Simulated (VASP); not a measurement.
Write the native input for VASP 6.6.1 that does the following.

| Quantity | Value |
| --- | --- |
| Task | single point |
| Functional | PBE |
| Potentials or basis | VASP PAW PBE potentials, release 64 (Fe, O) |
| Cutoff | 600 eV |
| k mesh | 20 × 20 × 20 |
| Occupations | gaussian, width 0.15 eV |
| Spin | collinear spin, ferromagnetic start |
| Starting moments | [3.79, 0.35] μB |
| Dipole correction | no |
| Further INCAR settings | ALGO = Normal; EDIFF = 1e-06; NBANDS = 18 |

The structure of FeO lies in POSCAR:

```
FeO
1.0
    0.0000000000      2.2416160000      2.1554000000
    2.2416160000      0.0000000000      2.1554000000
    2.2416160000      2.2416160000      0.0000000000
Fe O
1 1
Direct
    0.0000000000      0.0000000000      0.0000000000
    0.5000000000      0.5000000000      0.5000000000
```

This cell differs from its parent crystal: strain +0.040 along x and y, +0.000 along z.

One way to write it, as run:

INCAR

```
SYSTEM = FeO
  ALGO = Normal
  EDIFF = 1E-6
  ENCUT = 600
  GGA = PE
  GGA_COMPAT = .FALSE.
  ISIF = 2
  ISMEAR = 0
  ISPIN = 2
  LASPH = .TRUE.
  LCHARG = .FALSE.
  LMAXMIX = 4
  LORBIT = 11
  LREAL = .FALSE.
  LWAVE = .FALSE.
  MAGMOM = 3.79 0.35
  NBANDS = 18
  NELM = 200
  PREC = Accurate
  SIGMA = 0.15
```

KPOINTS

```
k-points
0
G
  20 20 20
  0 0 0
```

Potentials or basis: VASP PAW PBE potentials, release 64 (Fe, O).

Launch:

```sh
$ cat potpaw_PBE.64/Fe/POTCAR potpaw_PBE.64/O/POTCAR > POTCAR
$ mpirun -np 1 vasp_std > vasp.out
```

It gave:

```json
{"Pressure": "-12.1 GPa", "Band gap on the k mesh": "zero (filled and empty bands overlap)", "Net moment": "4.00 μB per cell", "Site moments": "Fe +3.63; O +0.29 μB", "Valence electrons inside the program's atomic spheres": "Fe 6.62; O 4.95"}
```

Caveat: the cell differs from its parent crystal (strain +0.040 along x and y, +0.000 along z); the cell stands under tension; a cell with one magnetic atom can't hold antiferromagnetic order, which such compounds often take; semilocal functionals often make such compounds metallic where correlation or magnetic order opens a gap, which also shifts bond lengths.

Wall time 11 min on 1 thread of Oxide Virtual Turin-like Processor, with other jobs on the host, peak memory 0.51 GiB.
